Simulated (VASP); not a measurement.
# TiC12 (P6/mmm) in VASP: single point with PBE+D3(BJ)

Aim: the single point of TiC12 with PBE+D3(BJ).

Program: VASP 6.6.1. These are calculated values, not measurements. Logs are shortened: lines on timing, memory, paths and dates and some standing lists are left out, and cuts for length are marked.

### Step 1. The cell of the first run

The structure is hexagonal, space group P6/mmm (No. 191). Conventional cell: a = 4.303 Å, b = 4.303 Å, c = 7.064 Å, α = 90.00°, β = 90.00°, γ = 120.00°. Within 3.1 Å of Ti (site symmetry 6/mmm) lie 12 C at 2.35 Å. C (site symmetry m) has 3 C at 1.43 to 1.44 Å within 1.9 Å.

### Step 2. Single point, PBE+D3(BJ), collinear spin

File INCAR:

```
  PREC = Accurate
  ENCUT = 520
  EDIFF = 1E-7
  ISMEAR = 0
  SIGMA = 0.1
  LREAL = False
  LASPH = True
  NELM = 150
  ALGO = Normal
  ISIF = 2
  LWAVE = False
  LCHARG = False
  ISPIN = 2
  MAGMOM = 1 0 0 0 0 0 0 0 0 0 0 0 0
  LORBIT = 11
  LMAXMIX = 4
  GGA = PE
  IVDW = 12
  NBANDS = 46
```

File KPOINTS:

```
regular mesh
0
Gamma
  6 6 4
```

File POSCAR:

```
TiC12
1.0
    4.3026803145      0.0000000000      0.0000000000
   -2.1513401572      3.7262304567      0.0000000000
    0.0000000000      0.0000000000      7.0642074825
Ti C
1 12
Direct
    0.0000000000      0.0000000000      0.0000000000
    0.0000000000      0.6676266565      0.7358300974
    0.6676266565      0.0000000000      0.7358300974
    0.3323733435      0.3323733435      0.7358300974
    0.6676266565      0.6676266565      0.7358300974
    0.3323733435      0.0000000000      0.7358300974
    0.0000000000      0.3323733435      0.7358300974
    0.0000000000      0.6676266565      0.2641699026
    0.6676266565      0.0000000000      0.2641699026
    0.3323733435      0.3323733435      0.2641699026
    0.6676266565      0.6676266565      0.2641699026
    0.3323733435      0.0000000000      0.2641699026
    0.0000000000      0.3323733435      0.2641699026
```

Potentials or basis: VASP PAW PBE potentials, release 64 (Ti_sv, C).

Started as:

```bash
> cat potpaw_PBE.64/Ti_sv/POTCAR potpaw_PBE.64/C/POTCAR > POTCAR
> mpirun -np 1 vasp_std > vasp.out
```

OUTCAR:

```text
PREC = Accurate
   ENCUT = 520
   EDIFF = 1E-7
   ISMEAR = 0
   LREAL = False
   LASPH = True
   NELM = 150
   ISIF = 2
   ISPIN = 2
   LORBIT = 11
   GGA = PE
   IVDW = 12
 IVDW          = 12

 ion  position               nearest neighbor table
   1  0.000  0.000  0.000-   2 2.35   7 2.35   8 2.35  13 2.35   6 2.35   9 2.35  12 2.35   3 2.35
                            10 2.35  11 2.35   4 2.35   5 2.35
   2  0.000  0.668  0.736-   5 1.43   6 1.43   7 1.44   1 2.35
   3  0.668  0.000  0.736-   5 1.43   7 1.43   6 1.44   1 2.35
   4  0.332  0.332  0.736-   6 1.43   7 1.43   5 1.44   1 2.35
   5  0.668  0.668  0.736-   3 1.43   2 1.43   4 1.44   1 2.35
   6  0.332  0.000  0.736-   4 1.43   2 1.43   3 1.44   1 2.35
   7  0.000  0.332  0.736-   4 1.43   3 1.43   2 1.44   1 2.35
   8  0.000  0.668  0.264-  11 1.43  12 1.43  13 1.44   1 2.35
   9  0.668  0.000  0.264-  11 1.43  13 1.43  12 1.44   1 2.35
  10  0.332  0.332  0.264-  12 1.43  13 1.43  11 1.44   1 2.35
  11  0.668  0.668  0.264-   9 1.43   8 1.43  10 1.44   1 2.35
  12  0.332  0.000  0.264-  10 1.43   8 1.43   9 1.44   1 2.35
  13  0.000  0.332  0.264-  10 1.43   9 1.43   8 1.44   1 2.35

  LATTYP: Found a hexagonal cell.
 ALAT       =     4.3026803145
 C/A-ratio  =     1.6418155582

  Lattice vectors:

 A1 = (   4.3026803145,   0.0000000000,   0.0000000000)
 A2 = (  -2.1513401572,   3.7262304567,   0.0000000000)
 A3 = (   0.0000000000,   0.0000000000,   7.0642074825)

Analysis of symmetry for initial positions (statically):
=====================================================================
 Subroutine PRICEL returns:
 Original cell was already a primitive cell.

 Routine SETGRP: Setting up the symmetry group for a
 hexagonal supercell.

 Subroutine GETGRP returns: Found 24 space group operations
 (whereof 24 operations were pure point group operations)
 out of a pool of 24 trial point group operations.

The static configuration has the point symmetry D_6h.

Analysis of symmetry for dynamics (positions and initial velocities):
=====================================================================
 Subroutine PRICEL returns:
 Original cell was already a primitive cell.

 Routine SETGRP: Setting up the symmetry group for a
 hexagonal supercell.

 Subroutine GETGRP returns: Found 24 space group operations
 (whereof 24 operations were pure point group operations)
 out of a pool of 24 trial point group operations.

The dynamic configuration has the point symmetry D_6h.

Analysis of structural, dynamic, and magnetic symmetry:
=====================================================================
 Subroutine PRICEL returns:
 Original cell was already a primitive cell.

 Routine SETGRP: Setting up the symmetry group for a
 hexagonal supercell.

 Subroutine GETGRP returns: Found 24 space group operations
 (whereof 24 operations were pure point group operations)
 out of a pool of 24 trial point group operations.

The overall configuration has the point symmetry D_6h.

 Subroutine INISYM returns: Found 24 space group operations
 (whereof 24 operations are pure point group operations),
 and found     1 'primitive' translations

----------------------------------------------------------------------------------------

                                     Primitive cell

  volume of cell :     113.2589

  direct lattice vectors                    reciprocal lattice vectors
     4.302680314  0.000000000  0.000000000     0.232413270  0.134183864  0.000000000
    -2.151340157  3.726230457  0.000000000     0.000000000  0.268367728  0.000000000
     0.000000000  0.000000000  7.064207482     0.000000000  0.000000000  0.141558696

  length of vectors
     4.302680314  4.302680314  7.064207482     0.268367728  0.268367728  0.141558696

  position of ions in fractional coordinates (direct lattice)
     0.000000000  0.000000000  0.000000000
     0.000000000  0.667626656  0.735830097
     0.667626656  0.000000000  0.735830097
     0.332373344  0.332373344  0.735830097
     0.667626656  0.667626656  0.735830097
     0.332373344  0.000000000  0.735830097
     0.000000000  0.332373344  0.735830097
     0.000000000  0.667626656  0.264169903
     0.667626656  0.000000000  0.264169903
     0.332373344  0.332373344  0.264169903
[... 90 lines left out ...]
   NSW    =      0    number of steps for IOM
   IBRION =     -1    ionic relax: 0-MD 1-quasi-New 2-CG
   NFREE  =      0    steps in history (QN), initial steepest desc. (CG)
   ISIF   =      2    stress and relaxation
   ISYM   =      2    0-nonsym 1-usesym 2-fastsym
   POTIM  = 0.5000    time-step for ionic-motion
   TEBEG  =    0.0;   TEEND  =   0.0 temperature during run
   PSTRESS=    0.0 pullay stress
   NELECT =      60.0000    total number of electrons
   NUPDOWN=      -1.0000    fix difference up-down
   EMIN   =  10.00;   EMAX   =-10.00  energy-range for DOS
   EFERMI =   0.00;   METHOD = LEGACY
   ISMEAR =     0;   SIGMA  =   0.10  broadening in eV -4-tet -1-fermi 0-gaus
   EFERMI_NEDOS =   21; number of points for ismear=-14 and -15
   IALGO  =     38    algorithm
   IMIX   =      4    mixing-type and parameters
     AMIX     =   0.40;   BMIX     =  1.00
     AMIX_MAG =   1.60;   BMIX_MAG =  1.00
  volume/ion in A,a.u.               =       8.71        58.79
  Fermi-wavevector in a.u.,A,eV,Ry     =   1.324650  2.503226 23.874113  1.754698
  Thomas-Fermi vector in A             =   2.454169
   LORBIT       =     11    0 simple, 1 ext, 2 COOP (PROOUT), +10 PAW based schemes
   GGA     = PE    functional components
   LHFCALC =     F    Hartree Fock is set to
   AEXX    =    0.0000 exact exchange contribution
   IVDW    =    12    specifies the selected vdW correction
   LEPSILON=     F    determine dielectric tensor
   LRPA    =     F    only Hartree local field effects (RPA)
 spin polarized calculation
 Gauss-broadening in eV      SIGMA  =   0.10
  energy-cutoff  :      520.00
  volume of cell :      113.26
 maximum number of plane-waves:      3078
   NGX = 17   NGY = 17   NGZ = 27

 number of electron      59.9999996 magnetization       0.0003464

 number of electron      59.9999996 magnetization      -0.0002649

 Free energy of the ion-electron system (eV)
  ---------------------------------------------------
  ext. energy  EPLUGINS =         0.00000000
  ---------------------------------------------------
  free energy    TOTEN  =      -117.02627614 eV

  energy without entropy =     -116.99392628  energy(sigma->0) =     -117.01010121

 E-fermi :   6.9225     XC(G=0): -10.9244

 val. band max:        6.9183332447   @ k =   0.1667   0.1667   0.5000
 cond. band min:       6.9306748855   @ k =   0.1667   0.0000   0.2500
 fundamental gap:      0.0123416407
 Fermi energy:         6.9224818989

 spin component 1

 k-point     1 :       0.0000    0.0000    0.0000
  band No.  band energies     occupation
      1     -50.6158      1.00000
      2     -27.3187      1.00000
      3     -26.8018      1.00000
      4     -26.8018      1.00000
      5     -13.7300      1.00000
      6     -13.3583      1.00000
[... 934 lines left out ...]
     41      12.9541      0.00000
     42      12.9541      0.00000
 Fermi energy:         6.9224818989

 spin component 2

 k-point     1 :       0.0000    0.0000    0.0000
  band No.  band energies     occupation
      1     -50.6160      1.00000
      2     -27.3191      1.00000
      3     -26.8018      1.00000
      4     -26.8018      1.00000
      5     -13.7300      1.00000
      6     -13.3583      1.00000
[... 934 lines left out ...]
     41      12.9539      0.00000
     42      12.9539      0.00000
 [bands above 42 left out]

------------------------ aborting loop because EDIFF is reached ----------------------------------------

 Edisp (eV)   -2.11846

 E8    (eV) :    -0.6889

  FORCE on cell =-STRESS in cart. coord.  units (eV):
  Direction    XX          YY          ZZ          XY          YZ          ZX
  --------------------------------------------------------------------------------------
  -------------------------------------------------------------------------------------
  Total       0.37222     0.37222    -0.02134     0.00000     0.00000     0.00000
  in kB       5.26543     5.26543    -0.30189     0.00000     0.00000     0.00000
  external pressure =        3.41 kB  Pullay stress =        0.00 kB

 VOLUME and BASIS-vectors are now :
 -----------------------------------------------------------------------------
  energy-cutoff  :      520.00
  volume of cell :      113.26
      direct lattice vectors                 reciprocal lattice vectors
     4.302680314  0.000000000  0.000000000     0.232413270  0.134183864  0.000000000
    -2.151340157  3.726230457  0.000000000     0.000000000  0.268367728  0.000000000
     0.000000000  0.000000000  7.064207482     0.000000000  0.000000000  0.141558696

 POSITION                                       TOTAL-FORCE (eV/Angst)
 -----------------------------------------------------------------------------------
      0.00000      0.00000      0.00000         0.000000     -0.000000     -0.000000
     -1.43629      2.48773      5.19806         0.021701     -0.037587     -0.015555
      2.87258      0.00000      5.19806        -0.043402     -0.000000     -0.015555
      0.71505      1.23850      5.19806         0.021701      0.037587     -0.015555
      1.43629      2.48773      5.19806        -0.021701     -0.037587     -0.015555
      1.43010      0.00000      5.19806         0.043402     -0.000000     -0.015555
     -0.71505      1.23850      5.19806        -0.021701      0.037587     -0.015555
     -1.43629      2.48773      1.86615         0.021701     -0.037587      0.015555
      2.87258      0.00000      1.86615        -0.043402     -0.000000      0.015555
      0.71505      1.23850      1.86615         0.021701      0.037587      0.015555
      1.43629      2.48773      1.86615        -0.021701     -0.037587      0.015555
      1.43010      0.00000      1.86615         0.043402     -0.000000      0.015555
     -0.71505      1.23850      1.86615        -0.021701      0.037587      0.015555
 -----------------------------------------------------------------------------------
    total drift:                                0.000000      0.000000     -0.000000

  FREE ENERGIE OF THE ION-ELECTRON SYSTEM (eV)
  ---------------------------------------------------
  free  energy   TOTEN  =      -119.1447376887 eV

  energy  without entropy=     -119.1123878323  energy(sigma->0) =     -119.12856276

 total charge

# of ion       s       p       d       tot
------------------------------------------
    1        2.126   6.123   2.072  10.322
    2        0.851   1.792   0.000   2.644
    3        0.851   1.792   0.000   2.644
    4        0.851   1.792   0.000   2.644
    5        0.851   1.792   0.000   2.644
    6        0.851   1.792   0.000   2.644
    7        0.851   1.792   0.000   2.644
    8        0.851   1.792   0.000   2.644
    9        0.851   1.792   0.000   2.644
   10        0.851   1.792   0.000   2.644
   11        0.851   1.792   0.000   2.644
   12        0.851   1.792   0.000   2.644
   13        0.851   1.792   0.000   2.644
--------------------------------------------------
tot         12.344  27.628   2.072  42.044

 magnetization (x)

# of ion       s       p       d       tot
------------------------------------------
    1       -0.000  -0.000  -0.000  -0.000
    2       -0.000  -0.000   0.000  -0.000
    3       -0.000  -0.000   0.000  -0.000
    4       -0.000  -0.000   0.000  -0.000
    5       -0.000  -0.000   0.000  -0.000
    6       -0.000  -0.000   0.000  -0.000
    7       -0.000  -0.000   0.000  -0.000
    8       -0.000  -0.000   0.000  -0.000
    9       -0.000  -0.000   0.000  -0.000
   10       -0.000  -0.000   0.000  -0.000
   11       -0.000  -0.000   0.000  -0.000
   12       -0.000  -0.000   0.000  -0.000
   13       -0.000  -0.000   0.000  -0.000
--------------------------------------------------
tot         -0.000  -0.000  -0.000  -0.000
```

Wall time 7.2 min (1 thread of Intel Xeon Platinum 8259CL at 2.50GHz (Skylake/Cascade Lake), shared host); peak memory 0.37 GiB.

What came out:

- Free energy: -119.1447 eV
- Pressure: 0.3 GPa
- Largest force: 0.046 eV/Å
- Band gap on the k mesh: zero (filled and empty bands overlap)
- Net moment: 0.00 μB per cell
- Valence electrons inside the program's atomic spheres: Ti 10.32; C 2.64
- Dispersion energy per atom: -0.163 eV

Forces on the atoms (eV/Å):
```
Ti   0.000  0.000  0.000
C    0.022 -0.038 -0.016
C   -0.043  0.000 -0.016
C    0.022  0.038 -0.016
C   -0.022 -0.038 -0.016
C    0.043  0.000 -0.016
C   -0.022  0.038 -0.016
C    0.022 -0.038  0.016
C   -0.043  0.000  0.016
C    0.022  0.038  0.016
C   -0.022 -0.038  0.016
C    0.043  0.000  0.016
C   -0.022  0.038  0.016
```

Stress tensor (GPa, compression positive):
```
 0.53  0.00  0.00
 0.00  0.53  0.00
 0.00  0.00 -0.03
```
